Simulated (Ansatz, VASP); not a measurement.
One calculation of Li3F, two programs

```
Li F
1.0
     5.15750    0.00000    0.00000
    -2.57875    4.46653    0.00000
     0.00000    0.00000    2.64955
Li F
3 1
Direct
  0.70409 0.00000 0.90624
  0.29591 0.29591 0.90624
  0.00000 0.70409 0.90624
  0.00000 0.00000 0.40629
```

Alike in both runs: functional PBE; k mesh 6 × 6 × 6; occupations gaussian, width 0.1 eV; no spin polarisation.

Ansatz relaxed the structure, and its values are those at the end. VASP's run is a single point on that final structure, the one shown.

```csv
,VASP,Ansatz
version,VASP 6.6.1,Ansatz 0.2.0
potentials or method,"VASP PAW PBE potentials, release 64 (Li_sv, F), cutoff 520 eV","scalar-relativistic, plane waves, PAW"
valence electrons in the cell,16,16
```

|  | VASP | Ansatz | Ansatz less VASP |
| --- | --- | --- | --- |
| gap on the k mesh at the Fermi level (eV) | none | none | - |
| rms of the force components (eV/Å) | 0.005 | 0.004 | -0.0011 |

A gap of «none» marks a metal or a gap that the smearing closes.

The k mesh is coarse, so the values compare programs but aren't converged. Noted on VASP's run: the cutoff is short for stress, so the pressure is rough.
